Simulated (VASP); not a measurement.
# InSb (F-43m) in VASP: notebook

InSb is run at these levels: PBEsol; tasks: relaxation of cell and atoms.

All numbers are computed with VASP 6.6.1; they aren't measurements. Logs are shortened: lines on timing, memory, paths and dates and some standing lists are left out, and cuts for length are marked.

**1. The cell of the first run**

Symmetry: F-43m, No. 216, cubic system. The conventional cell has a = 6.520 Å, b = 6.520 Å, c = 6.520 Å, α = 90.00°, β = 90.00°, γ = 90.00°. Within 3.7 Å of In (site symmetry -43m) lie 4 Sb at 2.82 Å. Sb (site symmetry -43m) has 4 In at 2.82 Å within 3.7 Å.

**2. Relaxation of cell and atoms, PBEsol**

Input file INCAR:

```
PREC = Accurate ; ENCUT = 600
EDIFF = 1E-6 ; ISMEAR = -1
SIGMA = 0.15 ; LREAL = False
LASPH = True ; NELM = 80
ALGO = Normal ; ISIF = 3
LWAVE = False ; LCHARG = False
GGA = PS ; IBRION = 2
NSW = 80 ; EDIFFG = -0.001
```

Input file KPOINTS:

```
Automatic mesh
0
Gamma
  12 12 12
```

Input file POSCAR:

```
InSb
1.0
    0.0000000000      3.2599290654      3.2599290654
    3.2599290654      0.0000000000      3.2599290654
    3.2599290654      3.2599290654      0.0000000000
In Sb
1 1
Direct
    0.0000000000      0.0000000000      0.0000000000
    0.7500000000      0.7500000000      0.7500000000
```

Potentials or basis: VASP PAW PBE potentials, release 64 (In_d, Sb).

Run with:

```sh
$ cat potpaw_PBE.64/In_d/POTCAR potpaw_PBE.64/Sb/POTCAR > POTCAR
$ mpirun -np 1 vasp_std > vasp.out
```

OUTCAR:

```text
PREC = Accurate
   ENCUT = 600
   EDIFF = 1E-6
   ISMEAR = -1
   LREAL = False
   LASPH = True
   NELM = 80
   ISIF = 3
   GGA = PS
   IBRION = 2
   NSW = 80
   EDIFFG = -0.001

 ion  position               nearest neighbor table
   1  0.000  0.000  0.000-   2 2.82   2 2.82   2 2.82   2 2.82
   2  0.750  0.750  0.750-   1 2.82   1 2.82   1 2.82   1 2.82

  LATTYP: Found a face centered cubic cell.
 ALAT       =     6.5198581308

  Lattice vectors:

 A1 = (   0.0000000000,   3.2599290654,   3.2599290654)
 A2 = (   3.2599290654,   0.0000000000,   3.2599290654)
 A3 = (   3.2599290654,   3.2599290654,   0.0000000000)

Analysis of symmetry for initial positions (statically):
=====================================================================
 Subroutine PRICEL returns:
 Original cell was already a primitive cell.

 Routine SETGRP: Setting up the symmetry group for a
 face centered cubic supercell.

 Subroutine GETGRP returns: Found 24 space group operations
 (whereof 24 operations were pure point group operations)
 out of a pool of 48 trial point group operations.

The static configuration has the point symmetry T_d .

Analysis of symmetry for dynamics (positions and initial velocities):
=====================================================================
 Subroutine PRICEL returns:
 Original cell was already a primitive cell.

 Routine SETGRP: Setting up the symmetry group for a
 face centered cubic supercell.

 Subroutine GETGRP returns: Found 24 space group operations
 (whereof 24 operations were pure point group operations)
 out of a pool of 48 trial point group operations.

The dynamic configuration has the point symmetry T_d .

 Subroutine INISYM returns: Found 24 space group operations
 (whereof 24 operations are pure point group operations),
 and found     1 'primitive' translations

----------------------------------------------------------------------------------------

                                     Primitive cell

  volume of cell :      69.2874

  direct lattice vectors                    reciprocal lattice vectors
     0.000000000  3.259929065  3.259929065    -0.153377570  0.153377570  0.153377570
     3.259929065  0.000000000  3.259929065     0.153377570 -0.153377570  0.153377570
     3.259929065  3.259929065  0.000000000     0.153377570  0.153377570 -0.153377570

  length of vectors
     4.610235897  4.610235897  4.610235897     0.265657745  0.265657745  0.265657745

  position of ions in fractional coordinates (direct lattice)
     0.000000000  0.000000000  0.000000000
     0.750000000  0.750000000  0.750000000

  ion indices of the primitive-cell ions
   primitive index   ion index
                 1           1
                 2           2

----------------------------------------------------------------------------------------

 KPOINTS: Automatic mesh

Automatic generation of k-mesh.
 Grid dimensions read from file:
 generate k-points for:   12   12   12

 Generating k-lattice:

  Cartesian coordinates                     Fractional coordinates (reciprocal lattice)
    -0.012781464  0.012781464  0.012781464     0.083333333  0.000000000  0.000000000
     0.012781464 -0.012781464  0.012781464     0.000000000  0.083333333  0.000000000
     0.012781464  0.012781464 -0.012781464     0.000000000  0.000000000  0.083333333

  Length of vectors
     0.022138145  0.022138145  0.022138145

  Shift w.r.t. Gamma in fractional coordinates (k-lattice)
     0.000000000  0.000000000  0.000000000

 Subroutine IBZKPT returns following result:
 ===========================================

 Found     72 irreducible k-points:

 Following reciprocal coordinates:
            Coordinates               Weight
  0.000000  0.000000  0.000000      1.000000
  0.083333  0.000000  0.000000      8.000000
  0.166667  0.000000  0.000000      8.000000
  0.250000  0.000000  0.000000      8.000000
  0.333333  0.000000  0.000000      8.000000
  0.416667  0.000000  0.000000      8.000000
[... 16 lines left out ...]
  0.500000  0.166667  0.000000     24.000000
 -0.416667  0.166667  0.000000     24.000000
 [... further k-points ...]
   k-points           NKPTS =     72   k-points in BZ     NKDIM =     72   number of bands    NBANDS=     13
   number of dos      NEDOS =    301   number of ions     NIONS =      2
   total plane-waves  NPLWV =  64000
   dimension x,y,z NGX =    40 NGY =   40 NGZ =   40
   dimension x,y,z NGXF=    80 NGYF=   80 NGZF=   80
   ions per type =               1   1
   NGX,Y,Z   is equivalent  to a cutoff of  14.42, 14.42, 14.42 a.u.
   NGXF,Y,Z  is equivalent  to a cutoff of  28.85, 28.85, 28.85 a.u.
 SYSTEM =  unknown system
   PREC   = accura    normal or accurate (medium, high low for compatibility)
   ISTART =      0    job   : 0-new  1-cont  2-samecut
   ICHARG =      2    charge: 1-file 2-atom 10-const
   ISPIN  =      1    spin polarized calculation?
   LNONCOLLINEAR =      F non collinear calculations
   LSORBIT =      F    spin-orbit coupling
   LASPH  =      T    aspherical Exc in radial PAW
   ENCUT  =  600.0 eV  44.10 Ry    6.64 a.u.   9.21  9.21  9.21*2*pi/ulx,y,z
   NELM   =     80;   NELMIN=  2; NELMDL= -5     # of ELM steps
   EDIFF  = 0.1E-05   stopping-criterion for ELM
   LREAL  =      F    real-space projection
   EDIFFG = -.1E-02   stopping-criterion for IOM
   NSW    =     80    number of steps for IOM
   IBRION =      2    ionic relax: 0-MD 1-quasi-New 2-CG
   NFREE  =      1    steps in history (QN), initial steepest desc. (CG)
   ISIF   =      3    stress and relaxation
   ISYM   =      2    0-nonsym 1-usesym 2-fastsym
   POTIM  = 0.5000    time-step for ionic-motion
   TEBEG  =    0.0;   TEEND  =   0.0 temperature during run
   PSTRESS=    0.0 pullay stress
   NELECT =      18.0000    total number of electrons
   NUPDOWN=      -1.0000    fix difference up-down
   EMIN   =  10.00;   EMAX   =-10.00  energy-range for DOS
   EFERMI =   0.00;   METHOD = LEGACY
   ISMEAR =    -1;   SIGMA  =   0.15  broadening in eV -4-tet -1-fermi 0-gaus
   EFERMI_NEDOS =   21; number of points for ismear=-14 and -15
   IALGO  =     38    algorithm
   IMIX   =      4    mixing-type and parameters
     AMIX     =   0.40;   BMIX     =  1.00
     AMIX_MAG =   1.60;   BMIX_MAG =  1.00
  volume/ion in A,a.u.               =      34.64       233.79
  Fermi-wavevector in a.u.,A,eV,Ry     =   1.044594  1.973996 14.846359  1.091177
  Thomas-Fermi vector in A             =   2.179353
   LORBIT       =      0    0 simple, 1 ext, 2 COOP (PROOUT), +10 PAW based schemes
   GGA     = PS    functional components
   LHFCALC =     F    Hartree Fock is set to
   AEXX    =    0.0000 exact exchange contribution
   IVDW    =     0    specifies the selected vdW correction
   LEPSILON=     F    determine dielectric tensor
   LRPA    =     F    only Hartree local field effects (RPA)
 conjugate gradient relaxation of ions
 non-spin polarized calculation
  energy-cutoff  :      600.00
  volume of cell :       69.29
 maximum number of plane-waves:      2334
 NGX is ok and might be reduce to    40
   NGX = 19   NGY = 19   NGZ = 19

--------------------------------------- Ionic step        1  -------------------------------------------

 number of electron      17.9999999 magnetization

 Free energy of the ion-electron system (eV)
  ---------------------------------------------------
  ext. energy  EPLUGINS =         0.00000000
  ---------------------------------------------------
  free energy    TOTEN  =        -7.70305465 eV

  energy without entropy =       -7.69600443  energy(sigma->0) =       -7.69952954

------------------------ aborting loop because EDIFF is reached ----------------------------------------

  FORCE on cell =-STRESS in cart. coord.  units (eV):
  Direction    XX          YY          ZZ          XY          YZ          ZX
  --------------------------------------------------------------------------------------
  -------------------------------------------------------------------------------------
  Total        0.0182343      0.0182343      0.0182343     -0.0000000      0.0000000      0.0000000
  in kB        0.4216422      0.4216422      0.4216422     -0.0000000      0.0000000      0.0000000
  external PRESSURE =       0.4216422 kB  Pullay stress =       0.0000000 kB

 VOLUME and BASIS-vectors are now :
 -----------------------------------------------------------------------------
  energy-cutoff  :      600.00
  volume of cell :       69.29
      direct lattice vectors                 reciprocal lattice vectors
     0.000000000  3.259929065  3.259929065    -0.153377570  0.153377570  0.153377570
     3.259929065  0.000000000  3.259929065     0.153377570 -0.153377570  0.153377570
     3.259929065  3.259929065  0.000000000     0.153377570  0.153377570 -0.153377570

 POSITION                                       TOTAL-FORCE (eV/Angst)
 -----------------------------------------------------------------------------------
      0.00000      0.00000      0.00000         0.000000      0.000000     -0.000000
      4.88989      4.88989      4.88989        -0.000000     -0.000000      0.000000
 -----------------------------------------------------------------------------------
    total drift:                                0.000000      0.000000      0.000000

  FREE ENERGIE OF THE ION-ELECTRON SYSTEM (eV)
  ---------------------------------------------------
  free  energy   TOTEN  =        -7.7030546520 eV

  energy  without entropy=       -7.6960044334  energy(sigma->0) =       -7.69952954

--------------------------------------- Ionic step        2  -------------------------------------------

 number of electron      17.9999999 magnetization

 Free energy of the ion-electron system (eV)
  ---------------------------------------------------
  ext. energy  EPLUGINS =         0.00000000
  ---------------------------------------------------
  free energy    TOTEN  =        -7.70306332 eV

  energy without entropy =       -7.69596072  energy(sigma->0) =       -7.69951202

 E-fermi :   4.9888     XC(G=0):  -8.7840

 val. band max:        4.7493609514   @ k =   0.0000   0.0000   0.0000
 cond. band min:       5.1873531411   @ k =   0.5000   0.0000   0.0000
 fundamental gap:      0.4379921897
 Fermi energy:         4.9888130548

 k-point     1 :       0.0000    0.0000    0.0000
  band No.  band energies     occupation
      1      -9.7456      2.00000
      2      -9.7456      2.00000
      3      -9.7456      2.00000
      4      -9.6645      2.00000
      5      -9.6645      2.00000
      6      -5.8729      2.00000
      7       4.3750      1.96713
      8       4.7494      1.66301
      9       4.7494      1.66301
     10       4.7494      1.66301
     11       7.6844      0.00000
     12       7.6844      0.00000
     13       7.6844      0.00000

 k-point     2 :       0.0833    0.0000    0.0000
  band No.  band energies     occupation
      1      -9.7487      2.00000
      2      -9.7442      2.00000
      3      -9.7442      2.00000
      4      -9.6646      2.00000
      5      -9.6646      2.00000
      6      -5.8111      2.00000
      7       3.4302      1.99994
      8       4.6518      1.80871
      9       4.6518      1.80871
     10       5.3913      0.12792
     11       7.7975      0.00000
     12       7.8207      0.00000
     13       7.8207      0.00000
[... 321 lines left out ...]
 k-point    23 :       0.5000    0.1667    0.0000
  band No.  band energies     occupation
      1      -9.7965      2.00000
      2      -9.7241      2.00000
      3      -9.7214      2.00000
      4      -9.6680      2.00000
      5      -9.6617      2.00000
      6      -4.4409      2.00000
      7      -0.6779      2.00000
      8       2.5631      2.00000
      9       3.3739      1.99996
     10       6.3989      0.00017
     11       8.2747      0.00000
     12       9.3964      0.00000
     13      10.3214      0.00000

 k-point    24 :      -0.4167    0.1667    0.0000
  band No.  band energies     occupation
      1      -9.7961      2.00000
      2      -9.7241      2.00000
      3      -9.7223      2.00000
      4      -9.6659      2.00000
      5      -9.6634      2.00000
      6      -4.3997      2.00000
      7      -0.7496      2.00000
      8       2.4200      2.00000
      9       3.5040      1.99990
     10       6.3919      0.00017
     11       8.3886      0.00000
     12       9.2059      0.00000
     13      11.0011      0.00000

 [... further k-points ...]

------------------------ aborting loop because EDIFF is reached ----------------------------------------

  FORCE on cell =-STRESS in cart. coord.  units (eV):
  Direction    XX          YY          ZZ          XY          YZ          ZX
  --------------------------------------------------------------------------------------
  -------------------------------------------------------------------------------------
  Total       -0.0019294     -0.0019294     -0.0019294      0.0000000      0.0000000     -0.0000000
  in kB       -0.0445557     -0.0445557     -0.0445557      0.0000000      0.0000000     -0.0000000
  external PRESSURE =      -0.0445557 kB  Pullay stress =       0.0000000 kB

 VOLUME and BASIS-vectors are now :
 -----------------------------------------------------------------------------
  energy-cutoff  :      600.00
  volume of cell :       69.38
      direct lattice vectors                 reciprocal lattice vectors
    -0.000000000  3.261362894  3.261362894    -0.153310139  0.153310139  0.153310139
     3.261362894 -0.000000000  3.261362894     0.153310139 -0.153310139  0.153310139
     3.261362894  3.261362894  0.000000000     0.153310139  0.153310139 -0.153310139

 POSITION                                       TOTAL-FORCE (eV/Angst)
 -----------------------------------------------------------------------------------
     -0.00000      3.26136      3.26136         0.000000      0.000000      0.000000
      4.89204      4.89204      4.89204        -0.000000     -0.000000     -0.000000
 -----------------------------------------------------------------------------------
    total drift:                                0.000000      0.000000      0.000000

  FREE ENERGIE OF THE ION-ELECTRON SYSTEM (eV)
  ---------------------------------------------------
  free  energy   TOTEN  =        -7.7030633241 eV

  energy  without entropy=       -7.6959607212  energy(sigma->0) =       -7.69951202

 reached required accuracy - stopping structural energy minimisation
```

It took 3.1 min on 1 thread of AMD EPYC 7R13, shared host; peak memory 0.26 GiB.

What came out:

| Property | Result |
| --- | --- |
| Free energy | -7.7031 eV |
| Relaxed volume | 34.69 Å³/atom |
| Relaxed cell | a = 4.612 Å, b = 4.612 Å, c = 4.612 Å, α = 60.00°, β = 60.00°, γ = 60.00° |
| Space group after relaxing (to 0.1 Å) | F-43m (No. 216) |
| Energy gained by relaxing | 0.0 meV/atom |
| Ionic steps | 2 |
| Pressure after relaxing | 0.0 GPa |
| Band gap on the k mesh | zero (filled and empty bands touch) |

Final structure:
```
CELL_PARAMETERS angstrom
0.00000 3.26136 3.26136
3.26136 0.00000 3.26136
3.26136 3.26136 0.00000
ATOMIC_POSITIONS crystal
In 0.00000 0.00000 0.00000
Sb 0.75000 0.75000 0.75000
```

Caveat: semilocal functionals underestimate gaps, and a narrow one can read as zero; the PAW data sets were made with another functional, which shifts forces and pressure a little; spin-orbit coupling is left out, which moves the levels of the heavy elements.

**3. Relaxation of cell and atoms, PBEsol, target pressure 12 GPa, at which the enthalpy is minimised**

Input file INCAR:

```
PREC = Accurate
ENCUT = 600
EDIFF = 1E-6
ISMEAR = -1
SIGMA = 0.15
LREAL = F
LASPH = T
NELM = 80
ALGO = Normal
ISIF = 3
LWAVE = F
LCHARG = F
GGA = PS
IBRION = 2
NSW = 80
EDIFFG = -0.001
PSTRESS = 120.0
```

Input file KPOINTS:

```
regular mesh
0
Gamma
  12 12 12
```

POSCAR is that of step 2.

Potentials or basis: VASP PAW PBE potentials, release 64 (In_d, Sb).

Run with:

```sh
$ cat potpaw_PBE.64/In_d/POTCAR potpaw_PBE.64/Sb/POTCAR > POTCAR
$ mpirun -np 1 vasp_std > vasp.out
```

Wall time 11 min (1 thread of AMD EPYC 7R13, shared host); peak memory 0.28 GiB.

Results (log left out):

```
Free energy                                                : -7.3399 eV
Relaxed volume                                             : 28.91 Å³/atom
Relaxed cell                                               : a = 4.340 Å, b = 4.340 Å, c = 4.340 Å, α = 60.00°, β = 60.00°, γ = 60.00°
Space group after relaxing (to 0.1 Å)                      : F-43m (No. 216)
Energy change on relaxing (the run minimises the enthalpy) : +181.6 meV/atom
Ionic steps                                                : 10
Pressure after relaxing                                    : 12.0 GPa
Band gap on the k mesh                                     : 0.70 eV
```

The path:
```
step  energy change (eV)  largest force (eV/Å)  pressure (GPa)  volume (Å³)
   1              0.0000                0.0000            0.04        69.29
   2              2.1596                0.0000           44.21        46.46
   3              0.3248                0.0000           11.15        58.34
   4              0.3541                0.0000           11.79        57.93
   5              0.3700                0.0000           12.17        57.72
   6              0.3532                0.0000           11.80        57.95
   7              0.3633                0.0000           12.01        57.81
   8              0.3627                0.0000           11.99        57.82
   9              0.3630                0.0000           11.99        57.81
  10              0.3631                0.0000           12.00        57.81
```

Final structure:
```
In Sb
1.0
     0.00000    3.06899    3.06899
     3.06899    0.00000    3.06899
     3.06899    3.06899    0.00000
In Sb
1 1
Direct
  0.00000 0.00000 0.00000
  0.75000 0.75000 0.75000
```

Levels at points of the mesh, in eV from the valence-band top:
| k point | band 7 | band 8 | band 9 | band 10 | band 11 | band 12 |
| --- | --- | --- | --- | --- | --- | --- |
| (0.00, 0.00, 0.00) | 0.00 | 0.00 | 0.00 | 0.70 | 2.87 | 2.87 |
| (0.50, 0.00, 0.00) | -6.55 | -1.30 | -1.30 | 0.77 | 3.76 | 3.76 |
| (0.50, 0.50, 0.00) | -6.74 | -2.89 | -2.89 | 0.92 | 1.10 | 9.10 |

Caveat: the cell is relaxed towards a set pressure, so the run minimises the enthalpy, not the energy; the volume moved by over 15 % at a fixed basis, so the end points are rough; semilocal functionals underestimate gaps, and a narrow one can read as zero; the PAW data sets were made with another functional, which shifts forces and pressure a little; spin-orbit coupling is left out, which moves the levels of the heavy elements.

The gap in the log of VASP goes by the Fermi energy; the results here count the filled bands.